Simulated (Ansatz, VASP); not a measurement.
**Ge in VASP and in Ansatz**

```
Ge
1.0
     3.84496    0.10222   -0.23986
    -1.83396    3.38096    0.23985
    -0.39596    0.22860    6.12132
Ge
4
Direct
  0.67181 0.34623 0.06489
  0.31558 0.66639 0.56394
  0.66639 0.31558 0.43606
  0.34623 0.67181 0.93511
```

Alike in both runs: task single point; functional PBE; k mesh 10 × 10 × 6; occupations gaussian, width 0.1 eV; no spin polarisation.

```csv
,VASP,Ansatz
version,VASP 6.6.1,Ansatz 0.2.0
potentials or method,"VASP PAW PBE potentials, release 64 (Ge_d), cutoff 520 eV","scalar-relativistic, plane waves, PAW"
valence electrons in the cell,56,56
```

Ansatz gave:

| Property | Result |
| --- | --- |
| gap on the k mesh at the Fermi level (eV) | none |
| pressure (GPa) | 18.1 |
| traceless stress, the component that is largest in VASP (GPa) | 9.22 |
| rms of the force components (eV/Å) | 1.640 |

Q: Estimate VASP's values.

A: gap on the k mesh at the Fermi level (eV): none; pressure (GPa): 18.0; traceless stress, the component that is largest in VASP (GPa): 9.21; rms of the force components (eV/Å): 1.634.

Atom by atom the forces differ by 0.006 eV/Å (rms over components). A gap of «none» marks a metal or a gap that the smearing closes. Ansatz's warnings: structure snapped to symmetry.
